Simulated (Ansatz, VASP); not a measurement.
P: VASP beside Ansatz

```
CELL_PARAMETERS angstrom
1.66141 -5.09728 0.00000
1.66141 5.09728 0.00000
0.00000 0.00000 4.16484
ATOMIC_POSITIONS crystal
P 0.89363 0.10637 0.07189
P 0.60637 0.39363 0.57189
P 0.10637 0.89363 0.92811
P 0.39363 0.60637 0.42811
```

Alike in both runs: task single point; functional r2SCAN; k mesh 14 × 14 × 10; occupations gaussian, width 0.1 eV; no spin polarisation.

|  | VASP | Ansatz |
| --- | --- | --- |
| version | VASP 6.6.1 | Ansatz 0.2.0 |
| potentials or method | VASP PAW PBE potentials, release 64 (P), cutoff 520 eV | scalar-relativistic, plane waves, PAW |
| valence electrons in the cell | 20 | 20 |

Ansatz gave:

```
gap on the k mesh at the Fermi level (eV)                     : none
pressure (GPa)                                                : 2.9
traceless stress, the component that is largest in VASP (GPa) : -0.21
rms of the force components (eV/Å)                            : 0.202
```

Problem. Estimate VASP's values.

Solution. gap on the k mesh at the Fermi level (eV): none; pressure (GPa): 2.2; traceless stress, the component that is largest in VASP (GPa): -0.21; rms of the force components (eV/Å): 0.263.

VASP's potentials were made for PBE, not for r2SCAN. Atom by atom the forces differ by 0.061 eV/Å (rms over components). A gap of «none» marks a metal or a gap that the smearing closes.
